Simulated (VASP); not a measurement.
# Te3As4 (P-43m) in VASP: further runs

Te3As4 is run at these levels: PBE; tasks: single point, relaxation of cell and atoms.

Everything below comes from runs of VASP 6.6.1. Logs are shortened: lines on timing, memory, paths and dates and some standing lists are left out, and cuts for length are marked.

### 1 The cell of the first run

The structure is cubic, space group P-43m (No. 215). Conventional cell: a = 5.825 Å, b = 5.825 Å, c = 5.825 Å, α = 90.00°, β = 90.00°, γ = 90.00°. Te (site symmetry -42m) has 4 As at 2.89 Å within 3.8 Å. As (site symmetry 3m) has 3 As at 2.80 Å and 3 Te at 2.89 Å within 3.7 Å.

The cell was built from a structure type or drawn by symmetry, and may not be a known phase.

### 2 Single point, PBE

INCAR

```
SYSTEM = Te3As4
  PREC = Accurate
  ENCUT = 500
  EDIFF = 1E-6
  ISMEAR = 0
  SIGMA = 0.1
  LREAL = .False.
  LASPH = .True.
  NELM = 120
  ALGO = Normal
  ISIF = 2
  LWAVE = .False.
  LCHARG = .True.
  GGA = PE
  LELF = .True.
  LVHAR = .True.
  NBANDS = 28
  GGA_COMPAT = .False.
```

KPOINTS

```
Automatic mesh
0
Gamma
  4 4 4
  0 0 0
```

POSCAR

```
Te3As4
1.0
    5.8248694383      0.0000000000      0.0000000000
    0.0000000000      5.8248694383      0.0000000000
    0.0000000000      0.0000000000      5.8248694383
Te As
3 4
Direct
    0.0000000000      0.0000000000      0.5000000000
    0.5000000000      0.0000000000      0.0000000000
    0.0000000000      0.5000000000      0.0000000000
    0.3302648760      0.6697351240      0.3302648760
    0.6697351240      0.3302648760      0.3302648760
    0.3302648760      0.3302648760      0.6697351240
    0.6697351240      0.6697351240      0.6697351240
```

Potentials or basis: VASP PAW PBE potentials, release 64 (Te, As).

Command:

```bash
cat potpaw_PBE.64/Te/POTCAR potpaw_PBE.64/As/POTCAR > POTCAR
mpirun -np 1 vasp_std > vasp.out
```

OUTCAR:

```text
SYSTEM = Te3As4
   PREC = Accurate
   ENCUT = 500
   EDIFF = 1E-6
   ISMEAR = 0
   LREAL = .False.
   LASPH = .True.
   NELM = 120
   ISIF = 2
   GGA = PE

 ion  position               nearest neighbor table
   1  0.000  0.000  0.500-   4 2.89   5 2.89   6 2.89   7 2.89
   2  0.500  0.000  0.000-   4 2.89   5 2.89   6 2.89   7 2.89
   3  0.000  0.500  0.000-   4 2.89   5 2.89   6 2.89   7 2.89
   4  0.330  0.670  0.330-   5 2.80   6 2.80   7 2.80   1 2.89   2 2.89   3 2.89
   5  0.670  0.330  0.330-   4 2.80   6 2.80   7 2.80   1 2.89   2 2.89   3 2.89
   6  0.330  0.330  0.670-   4 2.80   5 2.80   7 2.80   1 2.89   2 2.89   3 2.89
   7  0.670  0.670  0.670-   4 2.80   5 2.80   6 2.80   1 2.89   2 2.89   3 2.89

  LATTYP: Found a simple cubic cell.
 ALAT       =     5.8248694383

  Lattice vectors:

 A1 = (   5.8248694383,   0.0000000000,   0.0000000000)
 A2 = (   0.0000000000,   5.8248694383,   0.0000000000)
 A3 = (   0.0000000000,   0.0000000000,   5.8248694383)

Analysis of symmetry for initial positions (statically):
=====================================================================
 Subroutine PRICEL returns:
 Original cell was already a primitive cell.

 Routine SETGRP: Setting up the symmetry group for a
 simple cubic supercell.

 Subroutine GETGRP returns: Found 24 space group operations
 (whereof 24 operations were pure point group operations)
 out of a pool of 48 trial point group operations.

The static configuration has the point symmetry T_d .

Analysis of symmetry for dynamics (positions and initial velocities):
=====================================================================
 Subroutine PRICEL returns:
 Original cell was already a primitive cell.

 Routine SETGRP: Setting up the symmetry group for a
 simple cubic supercell.

 Subroutine GETGRP returns: Found 24 space group operations
 (whereof 24 operations were pure point group operations)
 out of a pool of 48 trial point group operations.

The dynamic configuration has the point symmetry T_d .

 Subroutine INISYM returns: Found 24 space group operations
 (whereof 24 operations are pure point group operations),
 and found     1 'primitive' translations

----------------------------------------------------------------------------------------

                                     Primitive cell

  volume of cell :     197.6326

  direct lattice vectors                    reciprocal lattice vectors
     5.824869438  0.000000000  0.000000000     0.171677668  0.000000000  0.000000000
     0.000000000  5.824869438  0.000000000     0.000000000  0.171677668  0.000000000
     0.000000000  0.000000000  5.824869438     0.000000000  0.000000000  0.171677668

  length of vectors
     5.824869438  5.824869438  5.824869438     0.171677668  0.171677668  0.171677668

  position of ions in fractional coordinates (direct lattice)
     0.000000000  0.000000000  0.500000000
     0.500000000  0.000000000  0.000000000
     0.000000000  0.500000000  0.000000000
     0.330264876  0.669735124  0.330264876
     0.669735124  0.330264876  0.330264876
     0.330264876  0.330264876  0.669735124
     0.669735124  0.669735124  0.669735124

  ion indices of the primitive-cell ions
   primitive index   ion index
                 1           1
                 2           2
                 3           3
                 4           4
                 5           5
                 6           6
                 7           7

----------------------------------------------------------------------------------------

 KPOINTS: Automatic mesh

Automatic generation of k-mesh.
 Grid dimensions read from file:
 generate k-points for:    4    4    4

 Generating k-lattice:

  Cartesian coordinates                     Fractional coordinates (reciprocal lattice)
     0.042919417  0.000000000  0.000000000     0.250000000  0.000000000  0.000000000
     0.000000000  0.042919417  0.000000000     0.000000000  0.250000000  0.000000000
     0.000000000  0.000000000  0.042919417     0.000000000  0.000000000  0.250000000

  Length of vectors
     0.042919417  0.042919417  0.042919417

  Shift w.r.t. Gamma in fractional coordinates (k-lattice)
     0.000000000  0.000000000  0.000000000

 Subroutine IBZKPT returns following result:
 ===========================================

 Found     10 irreducible k-points:

 Following reciprocal coordinates:
            Coordinates               Weight
  0.000000  0.000000  0.000000      1.000000
  0.250000  0.000000  0.000000      6.000000
  0.500000  0.000000  0.000000      3.000000
  0.250000  0.250000  0.000000     12.000000
  0.500000  0.250000  0.000000     12.000000
  0.500000  0.500000  0.000000      3.000000
  0.250000  0.250000  0.250000      8.000000
  0.500000  0.250000  0.250000     12.000000
  0.500000  0.500000  0.250000      6.000000
  0.500000  0.500000  0.500000      1.000000
[... 79 lines left out ...]
      5      -5.2662      2.00000
      6      -5.2662      2.00000
[... 20 lines left out ...]
     27      10.1397      0.00000
     28      10.1397      0.00000

 k-point     2 :       0.2500    0.0000    0.0000
  band No.  band energies     occupation
      1      -8.6666      2.00000
      2      -6.8512      2.00000
      3      -5.9307      2.00000
      4      -5.6836      2.00000
      5      -5.2351      2.00000
      6      -5.2351      2.00000
[... 20 lines left out ...]
     27       9.0315      0.00000
     28       9.3991      0.00000

 k-point     3 :       0.5000    0.0000    0.0000
  band No.  band energies     occupation
      1      -8.2754      2.00000
      2      -7.6170      2.00000
      3      -5.9040      2.00000
      4      -5.6798      2.00000
      5      -5.2029      2.00000
      6      -5.2029      2.00000
[... 20 lines left out ...]
     27       9.2140      0.00000
     28       9.2140      0.00000

 k-point     4 :       0.2500    0.2500    0.0000
  band No.  band energies     occupation
      1      -8.4696      2.00000
      2      -6.7581      2.00000
      3      -6.7007      2.00000
      4      -6.0330      2.00000
      5      -5.0424      2.00000
      6      -4.4891      2.00000
[... 20 lines left out ...]
     27       8.6647      0.00000
     28       9.2554      0.00000

 k-point     5 :       0.5000    0.2500    0.0000
  band No.  band energies     occupation
      1      -8.0948      2.00000
      2      -7.4517      2.00000
      3      -6.4679      2.00000
      4      -6.3383      2.00000
      5      -4.7911      2.00000
      6      -4.5165      2.00000
[... 20 lines left out ...]
     27       8.6563      0.00000
     28       8.7465      0.00000

 k-point     6 :       0.5000    0.5000    0.0000
  band No.  band energies     occupation
      1      -7.7719      2.00000
      2      -7.0829      2.00000
      3      -7.0829      2.00000
      4      -6.8693      2.00000
      5      -4.1867      2.00000
      6      -4.1255      2.00000
[... 20 lines left out ...]
     27       8.8876      0.00000
     28       8.8876      0.00000

 k-point     7 :       0.2500    0.2500    0.2500
  band No.  band energies     occupation
      1      -8.2833      2.00000
      2      -6.7703      2.00000
      3      -6.6195      2.00000
      4      -6.6195      2.00000
      5      -4.6522      2.00000
      6      -4.6522      2.00000
[... 20 lines left out ...]
     27       8.6156      0.00000
     28       9.2736      0.00000

 k-point     8 :       0.5000    0.2500    0.2500
  band No.  band energies     occupation
      1      -7.9399      2.00000
      2      -7.3070      2.00000
      3      -6.6639      2.00000
      4      -6.5253      2.00000
      5      -4.8261      2.00000
      6      -4.4454      2.00000
[... 20 lines left out ...]
     27       8.6121      0.00000
     28       8.9968      0.00000

 k-point     9 :       0.5000    0.5000    0.2500
  band No.  band energies     occupation
      1      -7.6928      2.00000
      2      -6.9900      2.00000
      3      -6.9900      2.00000
      4      -6.8712      2.00000
      5      -4.4854      2.00000
      6      -4.4473      2.00000
[... 20 lines left out ...]
     27       8.6629      0.00000
     28       8.6629      0.00000

 k-point    10 :       0.5000    0.5000    0.5000
  band No.  band energies     occupation
      1      -7.6013      2.00000
      2      -6.8808      2.00000
      3      -6.8808      2.00000
      4      -6.8808      2.00000
      5      -4.7496      2.00000
      6      -4.7496      2.00000
[... 20 lines left out ...]
     27       8.5308      0.00000
     28       8.5308      0.00000

------------------------ aborting loop because EDIFF is reached ----------------------------------------

  FORCE on cell =-STRESS in cart. coord.  units (eV):
  Direction    XX          YY          ZZ          XY          YZ          ZX
  --------------------------------------------------------------------------------------
  -------------------------------------------------------------------------------------
  Total        0.2866746      0.2866746      0.2866746     -0.0000000     -0.0000000      0.0000000
  in kB        2.3240273      2.3240273      2.3240273     -0.0000000     -0.0000000      0.0000000
  external PRESSURE =       2.3240273 kB  Pullay stress =       0.0000000 kB

 VOLUME and BASIS-vectors are now :
 -----------------------------------------------------------------------------
  energy-cutoff  :      500.00
  volume of cell :      197.63
      direct lattice vectors                 reciprocal lattice vectors
     5.824869438  0.000000000  0.000000000     0.171677668  0.000000000  0.000000000
     0.000000000  5.824869438  0.000000000     0.000000000  0.171677668  0.000000000
     0.000000000  0.000000000  5.824869438     0.000000000  0.000000000  0.171677668

 POSITION                                       TOTAL-FORCE (eV/Angst)
 -----------------------------------------------------------------------------------
      0.00000      0.00000      2.91243         0.000000     -0.000000      0.000000
      2.91243      0.00000      0.00000         0.000000      0.000000     -0.000000
      0.00000      2.91243      0.00000         0.000000      0.000000      0.000000
      1.92375      3.90112      1.92375        -0.033730      0.033730     -0.033730
      3.90112      1.92375      1.92375         0.033730     -0.033730     -0.033730
      1.92375      1.92375      3.90112        -0.033730     -0.033730      0.033730
      3.90112      3.90112      3.90112         0.033730      0.033730      0.033730
 -----------------------------------------------------------------------------------
    total drift:                                0.000000      0.000000     -0.000000

  FREE ENERGIE OF THE ION-ELECTRON SYSTEM (eV)
  ---------------------------------------------------
  free  energy   TOTEN  =       -26.2637693597 eV

  energy  without entropy=      -26.2280303651  energy(sigma->0) =      -26.24589986
```

Run time: 70 s. Hardware: 1 thread of Intel Xeon 8259CL, shared host; peak memory 0.27 GiB.

What came out:

```
Free energy            : -26.2638 eV
Pressure               : 0.2 GPa
Largest force          : 0.058 eV/Å
Band gap on the k mesh : zero (bands 19 and 20 overlap by 1.96 eV)
```

Forces on the atoms (eV/Å):
```
Te   0.000  0.000  0.000
Te   0.000  0.000  0.000
Te   0.000  0.000  0.000
As  -0.034  0.034 -0.034
As   0.034 -0.034 -0.034
As  -0.034 -0.034  0.034
As   0.034  0.034  0.034
```

Caveat: spin-orbit coupling is left out, which moves the levels of the heavy elements.

### 3 Single point, PBE

This run uses another cell than the first one, of 31.20 Å³/atom.

INCAR

```
ALGO = Normal ; EDIFF = 1E-6
ENCUT = 500 ; GGA = PE
GGA_COMPAT = F ; ISIF = 2
ISMEAR = 0 ; LASPH = T
LCHARG = T ; LELF = T
LREAL = F ; LVHAR = T
LWAVE = F ; NBANDS = 28
NELM = 120 ; PREC = Accurate
SIGMA = 0.1
```

KPOINTS

```
k-points
0
Gamma
  4 4 4
```

POSCAR

```
Te3As4
1.0
    6.0223785300      0.0000000000      0.0000000000
    0.0000000000      6.0223785300      0.0000000000
    0.0000000000      0.0000000000      6.0223785300
Te As
3 4
Direct
    0.0000000000      0.0000000000      0.5000000000
    0.5000000000      0.0000000000      0.0000000000
    0.0000000000      0.5000000000      0.0000000000
    0.2842946100      0.7157053900      0.2842946100
    0.7157053900      0.2842946100      0.2842946100
    0.2842946100      0.2842946100      0.7157053900
    0.7157053900      0.7157053900      0.7157053900
```

Potentials or basis: VASP PAW PBE potentials, release 64 (Te, As).

Command:

```bash
cat potpaw_PBE.64/Te/POTCAR potpaw_PBE.64/As/POTCAR > POTCAR
mpirun -np 1 vasp_std > vasp.out
```

Run time: 2.1 min. Hardware: 1 thread of Intel Xeon 8259CL, shared host; peak memory 0.33 GiB.

The run converged. Its results:

```yaml
Free_energy: -24.8074 eV
Pressure: 2.6 GPa
Largest_force: 0.936 eV/Å
Band_gap_on_the_k_mesh: zero (bands 19 and 20 overlap by 0.24 eV)
```

Forces on the atoms (eV/Å):
```
Te   0.000  0.000  0.000
Te   0.000  0.000  0.000
Te   0.000  0.000  0.000
As   0.541 -0.541  0.541
As  -0.541  0.541  0.541
As   0.541  0.541 -0.541
As  -0.541 -0.541 -0.541
```

Levels at points of the mesh, in eV from the Fermi level:
```csv
k point,band 17,band 18,band 19,band 20,band 21,band 22
"(0.00, 0.00, 0.00)",-1.97,-1.59,-1.59,-0.01,-0.01,-0.01
"(0.50, 0.00, 0.00)",-1.19,-1.01,-0.44,0.46,1.04,1.32
"(0.50, 0.50, 0.00)",-0.61,-0.31,-0.31,0.16,0.87,1.51
"(0.50, 0.50, 0.50)",-1.03,-1.03,-1.03,0.32,0.32,0.79
```

Caveat: spin-orbit coupling is left out, which moves the levels of the heavy elements.

### 4 Relaxation of cell and atoms, PBE

This run uses another cell than the first one, of 31.20 Å³/atom.

INCAR

```
PREC = Accurate
ENCUT = 500
EDIFF = 1E-7
ISMEAR = 0
SIGMA = 0.1
LREAL = False
LASPH = True
NELM = 120
ALGO = Normal
ISIF = 3
LWAVE = False
LCHARG = False
GGA = PE
IBRION = 2
NSW = 90
EDIFFG = -0.04
GGA_COMPAT = False
NELMIN = 4
```

KPOINTS

```
Automatic mesh
0
Gamma
  4 4 4
```

POSCAR is that of step 3.

Command:

```bash
cat potpaw_PBE.64/Te/POTCAR potpaw_PBE.64/As/POTCAR > POTCAR
mpirun -np 1 vasp_std > vasp.out
```

It took 18 min on 1 thread of Intel Xeon 8259CL, shared host; peak memory 0.36 GiB.

The run converged. Its results:

```yaml
Free_energy: -26.2656 eV
Relaxed_volume: 28.34 Å³/atom
Relaxed_cell: a = 5.832 Å, b = 5.832 Å, c = 5.832 Å, α = 90.00°, β = 90.00°, γ = 90.00°
Space_group_after_relaxing_to_0.1_Å: P-43m (No. 215)
Pressure_after_relaxing: 0.1 GPa
Largest_force_after_relaxing: 0.028 eV/Å
Band_gap_on_the_k_mesh: zero (bands 19 and 20 overlap by 1.90 eV)
```

Forces in eV/Å, atoms in the order of the input:
```
Te   0.000  0.000  0.000
Te   0.000  0.000  0.000
Te   0.000  0.000  0.000
As   0.016 -0.016  0.016
As  -0.016  0.016  0.016
As   0.016  0.016 -0.016
As  -0.016 -0.016 -0.016
```

Final structure:
```
CELL_PARAMETERS angstrom
5.83200 0.00000 0.00000
0.00000 5.83200 0.00000
0.00000 0.00000 5.83200
ATOMIC_POSITIONS crystal
Te 0.00000 0.00000 0.50000
Te 0.50000 0.00000 0.00000
Te 0.00000 0.50000 0.00000
As 0.32925 0.67075 0.32925
As 0.67075 0.32925 0.32925
As 0.32925 0.32925 0.67075
As 0.67075 0.67075 0.67075
```

Levels at points of the mesh, in eV from the Fermi level:
| k point | band 17 | band 18 | band 19 | band 20 | band 21 | band 22 |
| --- | --- | --- | --- | --- | --- | --- |
| (0.00, 0.00, 0.00) | -2.05 | -1.96 | -1.96 | -0.31 | -0.31 | -0.31 |
| (0.50, 0.00, 0.00) | -1.16 | -1.13 | 0.15 | 1.50 | 1.50 | 1.69 |
| (0.50, 0.50, 0.00) | -1.13 | -0.60 | 0.73 | 0.73 | 1.47 | 1.61 |
| (0.50, 0.50, 0.50) | -1.50 | -1.50 | -1.50 | -1.17 | -0.01 | -0.01 |

Caveat: spin-orbit coupling is left out, which moves the levels of the heavy elements.

### 5 Relaxation of cell and atoms, PBE

This run uses another cell than the first one, of 27.98 Å³/atom.

INCAR

```
PREC     = Accurate       # precision mode
ENCUT    = 500            # plane-wave cutoff, eV
EDIFF    = 1E-7           # SCF threshold, eV
ISMEAR   = 0              # smearing method
SIGMA    = 0.1            # smearing width, eV
LREAL    = F              # projectors in reciprocal space
LASPH    = T              # aspherical terms in the spheres
NELM     = 120            # most SCF steps
ALGO     = Normal         # electronic algorithm
ISIF     = 3              # what is computed and relaxed
LWAVE    = F              # write WAVECAR
LCHARG   = F              # write CHGCAR
GGA      = PE             # functional
IBRION   = 2              # ionic algorithm
NSW      = 100            # ionic steps
EDIFFG   = -0.01          # ionic threshold
GGA_COMPAT= F            
NELMIN   = 4
```

KPOINTS

```
regular mesh
0
Gamma
  8 8 8
```

POSCAR

```
Te3As4
1.0
    5.8072219284      0.0000000000      0.0000000000
    0.0000000000      5.8072219284      0.0000000000
    0.0000000000      0.0000000000      5.8072219284
Te As
3 4
Direct
    0.0000000000      0.0000000000      0.5000000000
    0.5000000000      0.0000000000      0.0000000000
    0.0000000000      0.5000000000      0.0000000000
    0.3322978846      0.6677021154      0.3322978846
    0.6677021154      0.3322978846      0.3322978846
    0.3322978846      0.3322978846      0.6677021154
    0.6677021154      0.6677021154      0.6677021154
```

Command:

```bash
cat potpaw_PBE.64/Te/POTCAR potpaw_PBE.64/As/POTCAR > POTCAR
mpirun -np 1 vasp_std > vasp.out
```

Run time: 11 min. Hardware: 1 thread of Intel Xeon 8259CL, shared host; peak memory 0.35 GiB.

It converged, with:

```yaml
Free_energy: -26.4602 eV
Relaxed_volume: 28.09 Å³/atom
Relaxed_cell: a = 5.815 Å, b = 5.815 Å, c = 5.815 Å, α = 90.00°, β = 90.00°, γ = 90.00°
Space_group_after_relaxing_to_0.1_Å: P-43m (No. 215)
Energy_gained_by_relaxing: 0.2 meV/atom
Ionic_steps: 4
Pressure_after_relaxing: 0.0 GPa
Largest_force_after_relaxing: 0.007 eV/Å
Band_gap_on_the_k_mesh: zero (bands 19 and 20 overlap by 2.01 eV)
```

Forces on the atoms (eV/Å):
```
Te   0.000  0.000  0.000
Te   0.000  0.000  0.000
Te   0.000  0.000  0.000
As  -0.004  0.004 -0.004
As   0.004 -0.004 -0.004
As  -0.004 -0.004  0.004
As   0.004  0.004  0.004
```

Step by step:
```csv
step,energy change (eV),largest force (eV/Å),pressure (GPa),volume (Å³)
1,0.0000,0.0759,0.18,195.84
2,-0.0011,0.0360,-0.06,196.73
3,-0.0012,0.0312,-0.08,196.85
4,-0.0014,0.0066,-0.02,196.60
```

Final structure:
```xyz
7
Lattice="5.8147 0.0000 0.0000 0.0000 5.8147 0.0000 0.0000 0.0000 5.8147" Properties=species:S:1:pos:R:3 pbc="T T T"
Te    5.8147    0.0000    2.9073
Te    2.9073    0.0000    5.8147
Te    5.8147    2.9073    5.8147
As    1.9285    3.8862    1.9285
As    3.8862    1.9285    1.9285
As    1.9285    1.9285    3.8862
As    3.8862    3.8862    3.8862
```

Levels at points of the mesh, in eV from the Fermi level:
| k point | band 15 | band 16 | band 17 | band 18 | band 19 | band 20 | band 21 | band 22 | band 23 |
| --- | --- | --- | --- | --- | --- | --- | --- | --- | --- |
| (0.00, 0.00, 0.00) | -2.05 | -2.05 | -2.05 | -2.03 | -2.03 | -0.28 | -0.28 | -0.28 | 2.58 |
| (0.50, 0.00, 0.00) | -1.76 | -1.76 | -1.22 | -1.15 | 0.19 | 1.47 | 1.47 | 1.74 | 1.76 |
| (0.50, 0.50, 0.00) | -2.26 | -1.30 | -1.01 | -0.65 | 0.73 | 0.73 | 1.42 | 1.67 | 2.00 |
| (0.50, 0.50, 0.50) | -1.74 | -1.74 | -1.59 | -1.59 | -1.59 | -1.28 | 0.01 | 0.01 | 3.17 |

Caveat: spin-orbit coupling is left out, which moves the levels of the heavy elements.

### 6 Overview

```csv
task,cell,k mesh,gap on the mesh (eV),pressure (GPa),relaxed volume (Å³/atom),largest force (eV/Å)
single point,"a = 5.825 Å, 7 atoms, atomic positions A",4 × 4 × 4,none,0.2,-,0.06
single point,"a = 6.022 Å, 7 atoms, atomic positions B",4 × 4 × 4,none,2.6,-,0.94
relaxation of cell and atoms,"relaxed from a = 6.022 Å, 7 atoms, atomic positions B",4 × 4 × 4,none,0.1,28.34,0.03
relaxation of cell and atoms,"relaxed from a = 5.807 Å, 7 atoms, atomic positions C",8 × 8 × 8,none,0.0,28.09,0.01
```

Alike in all rows: level PBE; potentials or basis VASP PAW PBE potentials, release 64 (Te, As); no spin polarisation; cutoff (eV) 500; smearing gaussian 0.1 eV.

Caveats: spin-orbit coupling is left out, which moves the levels of the heavy elements.

Absolute energies hang on the potentials; compare differences alone.
